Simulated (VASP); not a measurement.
Crystal: TiCo2.

```
CELL_PARAMETERS angstrom
0.00000 3.35200 3.35200
3.35200 0.00000 3.35200
3.35200 3.35200 0.00000
ATOMIC_POSITIONS crystal
Ti 0.50000 0.50000 0.50000
Ti 0.75000 0.75000 0.75000
Co 0.12500 0.12500 0.12500
Co 0.62500 0.12500 0.12500
Co 0.12500 0.12500 0.62500
Co 0.12500 0.62500 0.12500
```

```yaml
Program: VASP 6.6.1
Task: relaxation of cell and atoms
Functional: PBEsol
Potentials_or_basis: VASP PAW PBE potentials, release 64 (Ti_sv, Co)
Cutoff: 600 eV
k_mesh: 2 × 2 × 2
Occupations: gaussian, width 0.1 eV
Spin: collinear spin, ferrimagnetic start
Starting_moments: "[-0.31, -0.31, 0.82, 0.82, 0.82, 0.82] μB"
```

At the start: pressure -13.7 GPa; volume 12.55 Å³/atom.

Task: Where does the relaxation end?

Result: Over 4 steps the energy falls by 39.0 meV/atom and the volume is 11.70 Å³/atom (-6.8 %); space group Fd-3m (No. 227, to 0.05 Å); moment 0.82 μB per cell.

The path:
```csv
step,energy change (eV),largest force (eV/Å),pressure (GPa),volume (Å³)
1,0.0000,0.0000,-13.72,75.33
2,0.1955,0.0000,24.71,64.20
3,-0.2337,0.0000,-0.30,70.32
4,-0.2338,0.0000,-0.11,70.22
```

Final structure:
```
CELL_PARAMETERS angstrom
0.00000 3.27453 3.27453
3.27453 0.00000 3.27453
3.27453 3.27453 0.00000
ATOMIC_POSITIONS crystal
Ti 0.50000 0.50000 0.50000
Ti 0.75000 0.75000 0.75000
Co 0.12500 0.12500 0.12500
Co 0.62500 0.12500 0.12500
Co 0.12500 0.12500 0.62500
Co 0.12500 0.62500 0.12500
```

Caveat: the k points lie up to 0.83 Å⁻¹ apart in the final cell; the PAW data sets were made with another functional, which shifts forces and pressure a little.
